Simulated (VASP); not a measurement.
# Al2RuN3 (R-3m) in VASP: further runs

Al2RuN3 is run at these levels: PBE; tasks: single point.

All numbers are computed with VASP 6.6.1; they aren't measurements. Logs are shortened: lines on timing, memory, paths and dates and some standing lists are left out, and cuts for length are marked.

## (1) The cell of the first run

The structure is trigonal, space group R-3m (No. 166). The conventional cell has a = 5.537 Å, b = 5.537 Å, c = 7.619 Å, α = 90.00°, β = 90.00°, γ = 120.00°. Al (site symmetry 3m) has 3 N at 1.99 Å and 1 Ru at 2.46 Å and 1 Al at 2.70 Å within 2.8 Å. Within 2.7 Å of Ru (site symmetry -3m) lie 6 N at 2.04 Å and 2 Al at 2.46 Å. Within 2.6 Å of N (site symmetry 2/m) lie 2 Al at 1.99 Å and 2 Ru at 2.04 Å.

The cell was generated, and may not be a known phase.

## (2) Single point, PBE, collinear spin, ferromagnetic start

File INCAR:

```
SYSTEM = Al2RuN3
ALGO = Normal ; EDIFF = 1E-6
ENCUT = 520 ; GGA = PE
ISIF = 2 ; ISMEAR = 0
ISPIN = 2 ; LASPH = .True.
LCHARG = .False. ; LMAXMIX = 4
LORBIT = 11 ; LREAL = .False.
LWAVE = .False. ; MAGMOM = 0 0 1 0 0 0
NBANDS = 30 ; NELM = 150
PREC = Accurate ; SIGMA = 0.1
```

File KPOINTS:

```
k-points
0
Gamma
  6 6 6
  0 0 0
```

File POSCAR:

```
Al2RuN3
1.0
    2.7687174025      1.5985197365      2.5395369946
   -2.7687174025      1.5985197365      2.5395369946
    0.0000000000     -3.1970394764      2.5395369925
Al Ru N
2 1 3
Direct
    0.6773432005      0.6773432005      0.6773432005
    0.3226567995      0.3226567995      0.3226567995
    0.0000000000      0.0000000000      0.0000000000
    0.0000000000      0.5000000000      0.0000000000
    0.5000000000      0.0000000000      0.0000000000
    0.0000000000      0.0000000000      0.5000000000
```

Potentials or basis: VASP PAW PBE potentials, release 64 (Al, Ru_pv, N).

On the command line:

```console
cat potpaw_PBE.64/Al/POTCAR potpaw_PBE.64/Ru_pv/POTCAR potpaw_PBE.64/N/POTCAR > POTCAR
mpirun -np 1 vasp_std > vasp.out
```

OUTCAR:

```text
SYSTEM = Al2RuN3
   EDIFF = 1E-6
   ENCUT = 520
   GGA = PE
   ISIF = 2
   ISMEAR = 0
   ISPIN = 2
   LASPH = .True.
   LORBIT = 11
   LREAL = .False.
   NELM = 150
   PREC = Accurate

 ion  position               nearest neighbor table
   1  0.677  0.677  0.677-   6 1.99   5 1.99   4 1.99   3 2.46   2 2.70   3 3.20   3 3.20   3 3.20
                             2 3.20   2 3.20   2 3.20
   2  0.323  0.323  0.323-   6 1.99   5 1.99   4 1.99   3 2.46   1 2.70   3 3.20   3 3.20   3 3.20
                             1 3.20   1 3.20   1 3.20
   3  0.000  0.000  0.000-   4 2.04   5 2.04   4 2.04   5 2.04   6 2.04   6 2.04   1 2.46   2 2.46
                             2 3.20   1 3.20   2 3.20   1 3.20   2 3.20   1 3.20
   4  0.000  0.500  0.000-   1 1.99   2 1.99   3 2.04   3 2.04
   5  0.500  0.000  0.000-   1 1.99   2 1.99   3 2.04   3 2.04
   6  0.000  0.000  0.500-   1 1.99   2 1.99   3 2.04   3 2.04

  LATTYP: Found a trigonal (rhomboedric) cell.
 ALAT       =     4.0829290405
 COS(alpha) =     0.0803054938

  Lattice vectors:

 A1 = (   2.7687174025,   1.5985197365,   2.5395369946)
 A2 = (  -2.7687174025,   1.5985197365,   2.5395369946)
 A3 = (   0.0000000000,  -3.1970394764,   2.5395369925)

Analysis of symmetry for initial positions (statically):
=====================================================================
 Subroutine PRICEL returns:
 Original cell was already a primitive cell.

 Routine SETGRP: Setting up the symmetry group for a
 trigonal (rhombohedral) supercell.

 Subroutine GETGRP returns: Found 12 space group operations
 (whereof 12 operations were pure point group operations)
 out of a pool of 12 trial point group operations.

The static configuration has the point symmetry D_3d.

Analysis of symmetry for dynamics (positions and initial velocities):
=====================================================================
 Subroutine PRICEL returns:
 Original cell was already a primitive cell.

 Routine SETGRP: Setting up the symmetry group for a
 trigonal (rhombohedral) supercell.

 Subroutine GETGRP returns: Found 12 space group operations
 (whereof 12 operations were pure point group operations)
 out of a pool of 12 trial point group operations.

The dynamic configuration has the point symmetry D_3d.

Analysis of structural, dynamic, and magnetic symmetry:
=====================================================================
 Subroutine PRICEL returns:
 Original cell was already a primitive cell.

 Routine SETGRP: Setting up the symmetry group for a
 trigonal (rhombohedral) supercell.

 Subroutine GETGRP returns: Found 12 space group operations
 (whereof 12 operations were pure point group operations)
 out of a pool of 12 trial point group operations.

The overall configuration has the point symmetry D_3d.

 Subroutine INISYM returns: Found 12 space group operations
 (whereof 12 operations are pure point group operations),
 and found     1 'primitive' translations

----------------------------------------------------------------------------------------

                                     Primitive cell

  volume of cell :      67.4376

  direct lattice vectors                    reciprocal lattice vectors
     2.768717403  1.598519736  2.539536995     0.180589034  0.104263127  0.131257522
    -2.768717403  1.598519736  2.539536995    -0.180589034  0.104263127  0.131257522
     0.000000000 -3.197039476  2.539536992     0.000000000 -0.208526254  0.131257522

  length of vectors
     4.082929041  4.082929041  4.082929041     0.246397516  0.246397516  0.246397516

  position of ions in fractional coordinates (direct lattice)
     0.677343200  0.677343200  0.677343200
     0.322656800  0.322656800  0.322656800
     0.000000000  0.000000000  0.000000000
     0.000000000  0.500000000  0.000000000
     0.500000000  0.000000000  0.000000000
     1.000000000  1.000000000  0.500000000

  ion indices of the primitive-cell ions
   primitive index   ion index
                 1           1
                 2           2
                 3           3
                 4           4
                 5           5
                 6           6

----------------------------------------------------------------------------------------

[... 51 lines left out ...]
   k-points           NKPTS =     32   k-points in BZ     NKDIM =     32   number of bands    NBANDS=     30
   number of dos      NEDOS =    301   number of ions     NIONS =      6
   total plane-waves  NPLWV =  27000
   dimension x,y,z NGX =    30 NGY =   30 NGZ =   30
   dimension x,y,z NGXF=    60 NGYF=   60 NGZF=   60
   ions per type =               2   1   3
   NGX,Y,Z   is equivalent  to a cutoff of  12.22, 12.22, 12.22 a.u.
   NGXF,Y,Z  is equivalent  to a cutoff of  24.43, 24.43, 24.43 a.u.
 SYSTEM =  Al2RuN3
   PREC   = accura    normal or accurate (medium, high low for compatibility)
   ISTART =      0    job   : 0-new  1-cont  2-samecut
   ICHARG =      2    charge: 1-file 2-atom 10-const
   ISPIN  =      2    spin polarized calculation?
   LNONCOLLINEAR =      F non collinear calculations
   LSORBIT =      F    spin-orbit coupling
   LASPH  =      T    aspherical Exc in radial PAW
   ENCUT  =  520.0 eV  38.22 Ry    6.18 a.u.   7.59  7.59  7.59*2*pi/ulx,y,z
   NELM   =    150;   NELMIN=  2; NELMDL= -5     # of ELM steps
   EDIFF  = 0.1E-05   stopping-criterion for ELM
   LREAL  =      F    real-space projection
   EDIFFG = 0.1E-04   stopping-criterion for IOM
   NSW    =      0    number of steps for IOM
   IBRION =     -1    ionic relax: 0-MD 1-quasi-New 2-CG
   NFREE  =      0    steps in history (QN), initial steepest desc. (CG)
   ISIF   =      2    stress and relaxation
   ISYM   =      2    0-nonsym 1-usesym 2-fastsym
   POTIM  = 0.5000    time-step for ionic-motion
   TEBEG  =    0.0;   TEEND  =   0.0 temperature during run
   PSTRESS=    0.0 pullay stress
   NELECT =      35.0000    total number of electrons
   NUPDOWN=      -1.0000    fix difference up-down
   EMIN   =  10.00;   EMAX   =-10.00  energy-range for DOS
   EFERMI =   0.00;   METHOD = LEGACY
   ISMEAR =     0;   SIGMA  =   0.10  broadening in eV -4-tet -1-fermi 0-gaus
   EFERMI_NEDOS =   21; number of points for ismear=-14 and -15
   IALGO  =     38    algorithm
   IMIX   =      4    mixing-type and parameters
     AMIX     =   0.40;   BMIX     =  1.00
     AMIX_MAG =   1.60;   BMIX_MAG =  1.00
  volume/ion in A,a.u.               =      11.24        75.85
  Fermi-wavevector in a.u.,A,eV,Ry     =   1.315619  2.486159 23.549679  1.730853
  Thomas-Fermi vector in A             =   2.445789
   LORBIT       =     11    0 simple, 1 ext, 2 COOP (PROOUT), +10 PAW based schemes
   GGA     = PE    functional components
   LHFCALC =     F    Hartree Fock is set to
   AEXX    =    0.0000 exact exchange contribution
   IVDW    =     0    specifies the selected vdW correction
   LEPSILON=     F    determine dielectric tensor
   LRPA    =     F    only Hartree local field effects (RPA)
 spin polarized calculation
 Gauss-broadening in eV      SIGMA  =   0.10
  energy-cutoff  :      520.00
  volume of cell :       67.44
 maximum number of plane-waves:      1845
   NGX = 15   NGY = 15   NGZ = 15

 number of electron      35.0000011 magnetization       0.0003133

 Free energy of the ion-electron system (eV)
  ---------------------------------------------------
  ext. energy  EPLUGINS =         0.00000000
  ---------------------------------------------------
  free energy    TOTEN  =       -40.11302544 eV

  energy without entropy =      -40.09877777  energy(sigma->0) =      -40.10590160

 E-fermi :   7.9345     XC(G=0): -11.4862

 val. band max:        7.8997428056   @ k =   0.5000   0.5000   0.1667
 cond. band min:       7.9418936631   @ k =   0.5000   0.3333   0.3333
 fundamental gap:      0.0421508575
 Fermi energy:         7.9344699167

 spin component 1

 k-point     1 :       0.0000    0.0000    0.0000
  band No.  band energies     occupation
      1     -35.8783      1.00000
      2     -35.8783      1.00000
      3     -35.8302      1.00000
      4      -8.5650      1.00000
      5      -6.4830      1.00000
      6      -6.4830      1.00000
[... 757 lines left out ...]
     28      17.9224      0.00000
     29      18.4563      0.00000

 [... further k-points ...]

 spin component 2

 k-point     1 :       0.0000    0.0000    0.0000
  band No.  band energies     occupation
      1     -35.8780      1.00000
      2     -35.8780      1.00000
      3     -35.8300      1.00000
      4      -8.5650      1.00000
      5      -6.4830      1.00000
      6      -6.4830      1.00000
[... 757 lines left out ...]
     28      17.9224      0.00000
     29      18.4564      0.00000

 [... further k-points ...]

 [bands above 29 left out]

------------------------ aborting loop because EDIFF is reached ----------------------------------------

  FORCE on cell =-STRESS in cart. coord.  units (eV):
  Direction    XX          YY          ZZ          XY          YZ          ZX
  --------------------------------------------------------------------------------------
  -------------------------------------------------------------------------------------
  Total        0.0253817      0.0253817     -0.0473799      0.0000000      0.0000000     -0.0000000
  in kB        0.6030168      0.6030168     -1.1256470      0.0000000      0.0000000     -0.0000000
  external PRESSURE =       0.0267955 kB  Pullay stress =       0.0000000 kB

 VOLUME and BASIS-vectors are now :
 -----------------------------------------------------------------------------
  energy-cutoff  :      520.00
  volume of cell :       67.44
      direct lattice vectors                 reciprocal lattice vectors
     2.768717403  1.598519736  2.539536995     0.180589034  0.104263127  0.131257522
    -2.768717403  1.598519736  2.539536995    -0.180589034  0.104263127  0.131257522
     0.000000000 -3.197039476  2.539536992     0.000000000 -0.208526254  0.131257522

 POSITION                                       TOTAL-FORCE (eV/Angst)
 -----------------------------------------------------------------------------------
      0.00000     -0.00000      5.16041         0.000000      0.000000     -0.001150
      0.00000     -0.00000      2.45820         0.000000     -0.000000      0.001150
      0.00000      0.00000      0.00000        -0.000000      0.000000      0.000000
     -1.38436      0.79926      1.26977        -0.000000      0.000000      0.000000
      1.38436      0.79926      1.26977         0.000000     -0.000000     -0.000000
      0.00000     -1.59852      1.26977         0.000000     -0.000000     -0.000000
 -----------------------------------------------------------------------------------
    total drift:                               -0.000000     -0.000000     -0.000000

  FREE ENERGIE OF THE ION-ELECTRON SYSTEM (eV)
  ---------------------------------------------------
  free  energy   TOTEN  =       -40.1130254410 eV

  energy  without entropy=      -40.0987777686  energy(sigma->0) =      -40.10590160

 total charge

# of ion       s       p       d       tot
------------------------------------------
    1        0.391   0.339   0.000   0.730
    2        0.391   0.339   0.000   0.730
    3        0.358   6.389   5.911  12.657
    4        1.257   2.442   0.000   3.699
    5        1.257   2.442   0.000   3.699
    6        1.257   2.442   0.000   3.699
--------------------------------------------------
tot          4.911  14.392   5.911  25.214

 magnetization (x)

# of ion       s       p       d       tot
------------------------------------------
    1        0.000   0.000   0.000   0.000
    2        0.000   0.000   0.000   0.000
    3        0.000   0.000   0.000   0.000
    4        0.000  -0.000   0.000  -0.000
    5        0.000  -0.000   0.000  -0.000
    6        0.000  -0.000   0.000  -0.000
--------------------------------------------------
tot          0.000  -0.000   0.000   0.000
```

Run time: 62 s. Hardware: 1 thread of AMD EPYC 9R45 (Zen 5), shared host; peak memory 0.22 GiB.

What came out:

- Free energy: -40.1130 eV
- Pressure: 0.0 GPa
- Net moment: 0.00 μB per cell
- Valence electrons inside the program's atomic spheres: Al 0.73; Ru 12.66; N 3.70

## (3) Single point, PBE

File INCAR:

```
SYSTEM = Al2RuN3
PREC     = Accurate       ! precision mode
ENCUT    = 520            ! plane-wave cutoff, eV
EDIFF    = 1E-6           ! SCF threshold, eV
ISMEAR   = 0              ! smearing method
SIGMA    = 0.1            ! smearing width, eV
LREAL    = .FALSE.        ! projectors in reciprocal space
LASPH    = .TRUE.         ! aspherical terms in the spheres
NELM     = 60             ! most SCF steps
ALGO     = Normal         ! electronic algorithm
ISIF     = 2              ! what is computed and relaxed
LWAVE    = .FALSE.        ! write WAVECAR
LCHARG   = .TRUE.         ! write CHGCAR
GGA      = PE             ! functional
LELF     = .TRUE.         ! ELF
LVHAR    = .TRUE.       
NBANDS   = 26             ! bands
```

File KPOINTS:

```
regular mesh
0
G
  12 12 12
  0 0 0
```

File POSCAR:

```
Al2RuN3
1.0
    2.7688009739      1.5985679877      2.5413000815
   -2.7688009739      1.5985679877      2.5413000815
    0.0000000000     -3.1971359753      2.5413000815
Al Ru N
2 1 3
Direct
    0.6776560833      0.6776560833      0.6776560833
    0.3223439167      0.3223439167      0.3223439167
    0.0000000000      0.0000000000      0.0000000000
    0.0000000000      0.5000000000      0.0000000000
    0.5000000000      0.0000000000      0.0000000000
    0.0000000000      0.0000000000      0.5000000000
```

Potentials or basis: VASP PAW PBE potentials, release 64 (Al, Ru_pv, N).

On the command line:

```console
cat potpaw_PBE.64/Al/POTCAR potpaw_PBE.64/Ru_pv/POTCAR potpaw_PBE.64/N/POTCAR > POTCAR
mpirun -np 1 vasp_std > vasp.out
```

Wall time 2.5 min (1 thread of AMD EPYC 9R45 (Zen 5), shared host); peak memory 0.37 GiB.

Results (log left out):

* Free energy: -40.1324 eV
* Pressure: -0.1 GPa
* Band gap on the k mesh: zero (an odd number of electrons rules out a gap without spin polarisation)

Forces in eV/Å, atoms in the order of the input:
```
Al   0.000  0.000  0.003
Al   0.000  0.000 -0.003
Ru   0.000  0.000  0.000
N    0.000  0.000  0.000
N    0.000  0.000  0.000
N    0.000  0.000  0.000
```

Stress tensor (GPa, compression positive):
```
-0.06  0.00  0.00
 0.00 -0.06  0.00
 0.00  0.00 -0.18
```

Levels at points of the mesh, in eV from the Fermi level:
| k point | band 13 | band 14 | band 15 | band 16 | band 17 | band 18 | band 19 | band 20 | band 21 | band 22 |
| --- | --- | --- | --- | --- | --- | --- | --- | --- | --- | --- |
| (0.00, 0.00, 0.00) | -2.51 | -2.51 | -2.50 | -1.80 | -1.01 | -1.01 | -0.95 | 0.37 | 0.37 | 3.70 |
| (0.50, 0.00, 0.00) | -3.20 | -2.73 | -1.72 | -1.18 | -0.15 | 0.41 | 0.43 | 0.79 | 1.76 | 3.63 |
| (0.50, 0.50, 0.00) | -3.30 | -3.03 | -1.44 | -1.13 | 0.16 | 0.65 | 1.27 | 1.91 | 3.73 | 4.77 |
| (0.50, 0.50, 0.50) | -2.84 | -1.46 | -1.46 | -0.22 | 0.08 | 0.32 | 0.32 | 5.73 | 6.40 | 6.40 |

Caveat: an odd number of electrons without spin polarisation forces a metal; a magnetic or distorted state may lie lower.

## (4) Single point, PBE, collinear spin, ferromagnetic start

This run uses another cell than the first one, of 12.39 Å³/atom.

File INCAR:

```
SYSTEM = Al2RuN3
PREC = Accurate
ENCUT = 520
EDIFF = 1E-7
ISMEAR = 0
SIGMA = 0.1
LREAL = .False.
LASPH = .True.
NELM = 150
ALGO = Normal
ISIF = 2
LWAVE = .False.
LCHARG = .False.
ISPIN = 2
MAGMOM = 0 0 1 0 0 0
LORBIT = 11
LMAXMIX = 4
GGA = PE
NBANDS = 30
```

File KPOINTS:

```
regular mesh
0
Gamma
  6 6 6
  0 0 0
```

File POSCAR:

```
Al2RuN3
1.0
    2.3854781300      1.3772564400      3.7717469100
   -2.3854781300      1.3772564400      3.7717469100
    0.0000000000     -2.7545128900      3.7717469100
Al Ru N
2 1 3
Direct
    0.6254743900      0.6254743900      0.6254743900
    0.3745256100      0.3745256100      0.3745256100
    0.0000000000      0.0000000000      0.0000000000
    0.0000000000      0.5000000000      0.0000000000
    0.5000000000      0.0000000000      0.0000000000
    0.0000000000      0.0000000000      0.5000000000
```

On the command line:

```console
cat potpaw_PBE.64/Al/POTCAR potpaw_PBE.64/Ru_pv/POTCAR potpaw_PBE.64/N/POTCAR > POTCAR
mpirun -np 1 vasp_std > vasp.out
```

Run time: 2.7 min. Hardware: 1 thread of AMD EPYC 9R45 (Zen 5), shared host; peak memory 0.28 GiB.

Results (log left out):

```yaml
Free_energy: -32.8514 eV
Pressure: -20.2 GPa
Largest_force: 0.157 eV/Å
Net_moment: 0.00 μB per cell
Valence_electrons_inside_the_program's_atomic_spheres: Al 0.66; Ru 12.44; N 3.39
```

Forces on the atoms (eV/Å):
```
Al   0.000  0.000  0.157
Al   0.000  0.000 -0.157
Ru   0.000  0.000  0.000
N    0.000  0.000  0.000
N    0.000  0.000  0.000
N    0.000  0.000  0.000
```

Stress tensor (GPa, compression positive):
```
-16.26   0.00   0.00
  0.00 -16.26   0.00
  0.00   0.00 -28.17
```

Levels at points of the mesh, in eV from the Fermi level:
Spin up:
| k point | band 15 | band 16 | band 17 | band 18 | band 19 | band 20 |
| --- | --- | --- | --- | --- | --- | --- |
| (0.00, 0.00, 0.00) | -2.51 | -0.58 | -0.58 | -0.44 | 0.86 | 1.18 |
| (0.50, 0.00, 0.00) | -1.63 | -0.82 | -0.79 | -0.33 | -0.04 | 0.37 |
| (0.50, 0.50, 0.00) | -1.23 | -0.90 | -0.52 | -0.07 | 0.10 | 1.20 |
| (0.50, 0.50, 0.50) | -0.70 | -0.70 | 0.93 | 1.23 | 1.23 | 2.48 |
Spin down:
| k point | band 14 | band 15 | band 16 | band 17 | band 18 | band 19 | band 20 | band 21 |
| --- | --- | --- | --- | --- | --- | --- | --- | --- |
| (0.00, 0.00, 0.00) | -2.51 | -2.51 | -0.58 | -0.58 | -0.44 | 0.86 | 1.18 | 1.56 |
| (0.50, 0.00, 0.00) | -3.12 | -1.63 | -0.82 | -0.79 | -0.33 | -0.04 | 0.37 | 1.46 |
| (0.50, 0.50, 0.00) | -1.61 | -1.23 | -0.90 | -0.52 | -0.08 | 0.10 | 1.20 | 1.31 |
| (0.50, 0.50, 0.50) | -1.22 | -0.70 | -0.70 | 0.92 | 1.23 | 1.23 | 2.48 | 3.26 |

Caveat: the stress differs along the axes, from -28 to -16 GPa.

## (5) Summary

```tsv
spin	cell	k mesh	gap on the mesh (eV)	pressure (GPa)	moment (μB)
collinear, ferromagnetic start	a = 4.083 Å, angles 85.4°, 6 atoms, atomic positions A	6 × 6 × 6	none	0.0	0.00
off	a = 4.084 Å, angles 85.4°, 6 atoms, atomic positions B	12 × 12 × 12	none	-0.1	-
collinear, ferromagnetic start	a = 4.670 Å, angles 61.4°, 6 atoms, atomic positions C	6 × 6 × 6	none	-20.2	0.00
```

Alike in all rows: task single point; level PBE; potentials or basis VASP PAW PBE potentials, release 64 (Al, Ru_pv, N); cutoff (eV) 520; smearing gaussian 0.1 eV.

Caveats: an odd number of electrons without spin polarisation forces a metal (at least some runs); a magnetic or distorted state may lie lower (at least some runs); the stress differs along the axes, from -28 to -16 GPa (at least some runs).

Total energies depend on the potentials used, so only differences within one code and one set of settings carry meaning.

The gap in the log of VASP goes by the Fermi energy; the results here count the filled bands.